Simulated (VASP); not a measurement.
# PbO2 (Fm-3m) in VASP: single point with PBEsol

Aim: the single point of PbO2 with PBEsol.

Everything below comes from runs of VASP 6.6.1. Logs are shortened: lines on timing, memory, paths and dates and some standing lists are left out, and cuts for length are marked.

### 1 The cell of the first run

The structure is cubic, space group Fm-3m (No. 225). Conventional cell: a = 5.140 Å, b = 5.140 Å, c = 5.140 Å, α = 90.00°, β = 90.00°, γ = 90.00°. Within 2.9 Å of Pb (site symmetry m-3m) lie 8 O at 2.23 Å. O (site symmetry -43m) has 4 Pb at 2.23 Å and 6 O at 2.57 Å within 2.9 Å.

### 2 Single point, PBEsol

Input file INCAR:

```
ALGO = Normal
EDIFF = 1E-7
ENCUT = 520
GGA = PS
ISIF = 2
ISMEAR = 0
LASPH = T
LCHARG = F
LREAL = F
LWAVE = F
NBANDS = 20
NELM = 60
PREC = Accurate
SIGMA = 0.05
```

Input file KPOINTS:

```
k-points
0
Gamma
  14 14 14
```

Input file POSCAR:

```
PbO2
1.0
    0.0000000000      2.5700000000      2.5700000000
    2.5700000000      0.0000000000      2.5700000000
    2.5700000000      2.5700000000      0.0000000000
Pb O
1 2
Direct
    0.0000000000      0.0000000000      0.0000000000
    0.2500000000      0.2500000000      0.2500000000
    0.7500000000      0.7500000000      0.7500000000
```

Potentials or basis: VASP PAW PBE potentials, release 64 (Pb_d, O).

Run with:

```console
$ cat potpaw_PBE.64/Pb_d/POTCAR potpaw_PBE.64/O/POTCAR > POTCAR
$ mpirun -np 1 vasp_std > vasp.out
```

OUTCAR:

```text
EDIFF = 1E-7
   ENCUT = 520
   GGA = PS
   ISIF = 2
   ISMEAR = 0
   LASPH = T
   LREAL = F
   NELM = 60
   PREC = Accurate

 ion  position               nearest neighbor table
   1  0.000  0.000  0.000-   3 2.23   3 2.23   3 2.23   2 2.23   3 2.23   2 2.23   2 2.23   2 2.23

   2  0.250  0.250  0.250-   1 2.23   1 2.23   1 2.23   1 2.23
   3  0.750  0.750  0.750-   1 2.23   1 2.23   1 2.23   1 2.23

  LATTYP: Found a face centered cubic cell.
 ALAT       =     5.1400000000

  Lattice vectors:

 A1 = (   0.0000000000,   2.5700000000,   2.5700000000)
 A2 = (   2.5700000000,   0.0000000000,   2.5700000000)
 A3 = (   2.5700000000,   2.5700000000,   0.0000000000)

Analysis of symmetry for initial positions (statically):
=====================================================================
 Subroutine PRICEL returns:
 Original cell was already a primitive cell.

 Routine SETGRP: Setting up the symmetry group for a
 face centered cubic supercell.

 Subroutine GETGRP returns: Found 48 space group operations
 (whereof 48 operations were pure point group operations)
 out of a pool of 48 trial point group operations.

The static configuration has the point symmetry O_h .

Analysis of symmetry for dynamics (positions and initial velocities):
=====================================================================
 Subroutine PRICEL returns:
 Original cell was already a primitive cell.

 Routine SETGRP: Setting up the symmetry group for a
 face centered cubic supercell.

 Subroutine GETGRP returns: Found 48 space group operations
 (whereof 48 operations were pure point group operations)
 out of a pool of 48 trial point group operations.

The dynamic configuration has the point symmetry O_h .

 Subroutine INISYM returns: Found 48 space group operations
 (whereof 48 operations are pure point group operations),
 and found     1 'primitive' translations

----------------------------------------------------------------------------------------

                                     Primitive cell

  volume of cell :      33.9492

  direct lattice vectors                    reciprocal lattice vectors
     0.000000000  2.570000000  2.570000000    -0.194552529  0.194552529  0.194552529
     2.570000000  0.000000000  2.570000000     0.194552529 -0.194552529  0.194552529
     2.570000000  2.570000000  0.000000000     0.194552529  0.194552529 -0.194552529

  length of vectors
     3.634528855  3.634528855  3.634528855     0.336974865  0.336974865  0.336974865

  position of ions in fractional coordinates (direct lattice)
     0.000000000  0.000000000  0.000000000
     0.250000000  0.250000000  0.250000000
     0.750000000  0.750000000  0.750000000

  ion indices of the primitive-cell ions
   primitive index   ion index
                 1           1
                 2           2
                 3           3

----------------------------------------------------------------------------------------

 KPOINTS: k-points

Automatic generation of k-mesh.
 Grid dimensions read from file:
 generate k-points for:   14   14   14

 Generating k-lattice:

  Cartesian coordinates                     Fractional coordinates (reciprocal lattice)
    -0.013896609  0.013896609  0.013896609     0.071428571  0.000000000  0.000000000
     0.013896609 -0.013896609  0.013896609     0.000000000  0.071428571  0.000000000
     0.013896609  0.013896609 -0.013896609     0.000000000  0.000000000  0.071428571

  Length of vectors
     0.024069633  0.024069633  0.024069633

  Shift w.r.t. Gamma in fractional coordinates (k-lattice)
     0.000000000  0.000000000  0.000000000

 Subroutine IBZKPT returns following result:
 ===========================================

 Found    104 irreducible k-points:

 Following reciprocal coordinates:
            Coordinates               Weight
  0.000000  0.000000  0.000000      1.000000
  0.071429  0.000000  0.000000      8.000000
  0.142857  0.000000  0.000000      8.000000
  0.214286  0.000000  0.000000      8.000000
  0.285714  0.000000  0.000000      8.000000
  0.357143  0.000000  0.000000      8.000000
[... 16 lines left out ...]
  0.214286  0.142857  0.000000     24.000000
  0.285714  0.142857  0.000000     24.000000
 [... further k-points ...]
   k-points           NKPTS =    104   k-points in BZ     NKDIM =    104   number of bands    NBANDS=     20
   number of dos      NEDOS =    301   number of ions     NIONS =      3
   total plane-waves  NPLWV =  21952
   dimension x,y,z NGX =    28 NGY =   28 NGZ =   28
   dimension x,y,z NGXF=    56 NGYF=   56 NGZF=   56
   ions per type =               1   2
   NGX,Y,Z   is equivalent  to a cutoff of  12.81, 12.81, 12.81 a.u.
   NGXF,Y,Z  is equivalent  to a cutoff of  25.61, 25.61, 25.61 a.u.
 SYSTEM =  unknown system
   PREC   = accura    normal or accurate (medium, high low for compatibility)
   ISTART =      0    job   : 0-new  1-cont  2-samecut
   ICHARG =      2    charge: 1-file 2-atom 10-const
   ISPIN  =      1    spin polarized calculation?
   LNONCOLLINEAR =      F non collinear calculations
   LSORBIT =      F    spin-orbit coupling
   LASPH  =      T    aspherical Exc in radial PAW
   ENCUT  =  520.0 eV  38.22 Ry    6.18 a.u.   6.76  6.76  6.76*2*pi/ulx,y,z
   NELM   =     60;   NELMIN=  2; NELMDL= -5     # of ELM steps
   EDIFF  = 0.1E-06   stopping-criterion for ELM
   LREAL  =      F    real-space projection
   EDIFFG = 0.1E-05   stopping-criterion for IOM
   NSW    =      0    number of steps for IOM
   IBRION =     -1    ionic relax: 0-MD 1-quasi-New 2-CG
   NFREE  =      0    steps in history (QN), initial steepest desc. (CG)
   ISIF   =      2    stress and relaxation
   ISYM   =      2    0-nonsym 1-usesym 2-fastsym
   POTIM  = 0.5000    time-step for ionic-motion
   TEBEG  =    0.0;   TEEND  =   0.0 temperature during run
   PSTRESS=    0.0 pullay stress
   NELECT =      26.0000    total number of electrons
   NUPDOWN=      -1.0000    fix difference up-down
   EMIN   =  10.00;   EMAX   =-10.00  energy-range for DOS
   EFERMI =   0.00;   METHOD = LEGACY
   ISMEAR =     0;   SIGMA  =   0.05  broadening in eV -4-tet -1-fermi 0-gaus
   EFERMI_NEDOS =   21; number of points for ismear=-14 and -15
   IALGO  =     38    algorithm
   IMIX   =      4    mixing-type and parameters
     AMIX     =   0.40;   BMIX     =  1.00
     AMIX_MAG =   1.60;   BMIX_MAG =  1.00
  volume/ion in A,a.u.               =      11.32        76.37
  Fermi-wavevector in a.u.,A,eV,Ry     =   1.497808  2.830447 30.523704  2.243429
  Thomas-Fermi vector in A             =   2.609648
   LORBIT       =      0    0 simple, 1 ext, 2 COOP (PROOUT), +10 PAW based schemes
   GGA     = PS    functional components
   LHFCALC =     F    Hartree Fock is set to
   AEXX    =    0.0000 exact exchange contribution
   IVDW    =     0    specifies the selected vdW correction
   LEPSILON=     F    determine dielectric tensor
   LRPA    =     F    only Hartree local field effects (RPA)
 non-spin polarized calculation
 Gauss-broadening in eV      SIGMA  =   0.05
  energy-cutoff  :      520.00
  volume of cell :       33.95
 maximum number of plane-waves:       941
   NGX = 13   NGY = 13   NGZ = 13

 number of electron      25.9999991 magnetization

 Free energy of the ion-electron system (eV)
  ---------------------------------------------------
  ext. energy  EPLUGINS =         0.00000000
  ---------------------------------------------------
  free energy    TOTEN  =       -16.54335872 eV

  energy without entropy =      -16.54298711  energy(sigma->0) =      -16.54317291

 E-fermi :   7.5801     XC(G=0): -12.2559

 val. band max:        7.5501330347   @ k =  -0.3571   0.5000   0.1429
 cond. band min:       7.6029503483   @ k =  -0.2857   0.5000   0.2143
 fundamental gap:      0.0528173136
 Fermi energy:         7.5800790598

 k-point     1 :       0.0000    0.0000    0.0000
  band No.  band energies     occupation
      1     -12.2629      2.00000
      2      -8.3603      2.00000
      3      -8.3603      2.00000
      4      -8.3603      2.00000
      5      -8.3253      2.00000
      6      -7.8984      2.00000
[... 12 lines left out ...]
     19      23.7967      0.00000
     20      23.7967      0.00000

 k-point     2 :       0.0714    0.0000    0.0000
  band No.  band energies     occupation
      1     -12.2081      2.00000
      2      -8.8723      2.00000
      3      -8.3490      2.00000
      4      -8.3490      2.00000
      5      -7.8997      2.00000
      6      -7.8997      2.00000
[... 12 lines left out ...]
     19      23.7635      0.00000
     20      23.7635      0.00000

 k-point     3 :       0.1429    0.0000    0.0000
  band No.  band energies     occupation
      1     -12.0517      2.00000
      2      -9.3472      2.00000
      3      -8.3191      2.00000
      4      -8.3191      2.00000
      5      -7.9016      2.00000
      6      -7.9016      2.00000
[... 12 lines left out ...]
     19      23.6866      0.00000
     20      23.6866      0.00000

 k-point     4 :       0.2143    0.0000    0.0000
  band No.  band energies     occupation
      1     -11.8206      2.00000
      2      -9.7323      2.00000
      3      -8.2812      2.00000
      4      -8.2812      2.00000
      5      -7.8978      2.00000
      6      -7.8978      2.00000
[... 12 lines left out ...]
     19      23.6077      0.00000
     20      23.6077      0.00000

 k-point     5 :       0.2857    0.0000    0.0000
  band No.  band energies     occupation
      1     -11.5706      2.00000
      2      -9.9861      2.00000
      3      -8.2490      2.00000
      4      -8.2490      2.00000
      5      -7.8821      2.00000
      6      -7.8821      2.00000
[... 12 lines left out ...]
     19      23.5457      0.00000
     20      23.7943      0.00000
[... 353 lines left out ...]
      6      -7.8939      2.00000
[... 12 lines left out ...]
     19      23.6766      0.00000
     20      23.7516      0.00000

 k-point    22 :       0.1429    0.1429    0.0000
  band No.  band energies     occupation
      1     -11.9755      2.00000
      2      -9.5317      2.00000
      3      -8.2829      2.00000
      4      -8.2829      2.00000
      5      -7.9358      2.00000
      6      -7.8777      2.00000
[... 12 lines left out ...]
     19      23.6402      0.00000
     20      23.7775      0.00000

 k-point    23 :       0.2143    0.1429    0.0000
  band No.  band energies     occupation
      1     -11.7941      2.00000
      2      -9.8236      2.00000
      3      -8.2422      2.00000
      4      -8.2377      2.00000
      5      -7.9509      2.00000
      6      -7.8675      2.00000
[... 12 lines left out ...]
     19      23.7641      0.00000
     20      24.1915      0.00000

 k-point    24 :       0.2857    0.1429    0.0000
  band No.  band energies     occupation
      1     -11.5557      2.00000
      2     -10.0945      2.00000
      3      -8.2031      2.00000
      4      -8.1775      2.00000
      5      -7.9495      2.00000
      6      -7.8532      2.00000
[... 12 lines left out ...]
     19      23.7741      0.00000
     20      25.2605      0.00000

 [... further k-points ...]
[... 5 lines left out ...]
  --------------------------------------------------------------------------------------
  -------------------------------------------------------------------------------------
  Total        4.6971824      4.6971824      4.6971824      0.0000000     -0.0000000      0.0000000
  in kB      221.6759807    221.6759807    221.6759807      0.0000000     -0.0000000      0.0000000
  external PRESSURE =     221.6759807 kB  Pullay stress =       0.0000000 kB

 VOLUME and BASIS-vectors are now :
 -----------------------------------------------------------------------------
  energy-cutoff  :      520.00
  volume of cell :       33.95
      direct lattice vectors                 reciprocal lattice vectors
     0.000000000  2.570000000  2.570000000    -0.194552529  0.194552529  0.194552529
     2.570000000  0.000000000  2.570000000     0.194552529 -0.194552529  0.194552529
     2.570000000  2.570000000  0.000000000     0.194552529  0.194552529 -0.194552529

 POSITION                                       TOTAL-FORCE (eV/Angst)
 -----------------------------------------------------------------------------------
      0.00000      0.00000      0.00000        -0.000000     -0.000000      0.000000
      1.28500      1.28500      1.28500         0.000000      0.000000      0.000000
      3.85500      3.85500      3.85500        -0.000000     -0.000000     -0.000000
 -----------------------------------------------------------------------------------
    total drift:                                0.000000     -0.000000      0.000000

  FREE ENERGIE OF THE ION-ELECTRON SYSTEM (eV)
  ---------------------------------------------------
  free  energy   TOTEN  =       -16.5433587193 eV

  energy  without entropy=      -16.5429871107  energy(sigma->0) =      -16.54317291
```

It took 2 min on 1 thread of Intel Xeon 8259CL, shared host; peak memory 0.2 GiB.

What came out:

```
Free energy            : -16.5434 eV
Pressure               : 22.2 GPa
Band gap on the k mesh : zero (band 13 reaches 7.60 eV, above the bottom of band 14 at 6.02 eV)
```

Levels at points of the mesh, in eV from the Fermi level:
| k point | band 11 | band 12 | band 13 | band 14 | band 15 | band 16 |
| --- | --- | --- | --- | --- | --- | --- |
| (0.00, 0.00, 0.00) | -1.57 | -1.57 | -1.57 | -1.56 | 7.22 | 7.22 |
| (0.50, 0.00, 0.00) | -3.48 | -1.65 | -1.65 | 3.56 | 7.51 | 10.57 |
| (0.50, 0.50, 0.00) | -0.42 | -0.17 | -0.17 | 2.30 | 7.10 | 9.55 |

Caveat: the PAW data sets were made with another functional, which shifts forces and pressure a little; spin-orbit coupling is left out, which moves the levels of the heavy elements.
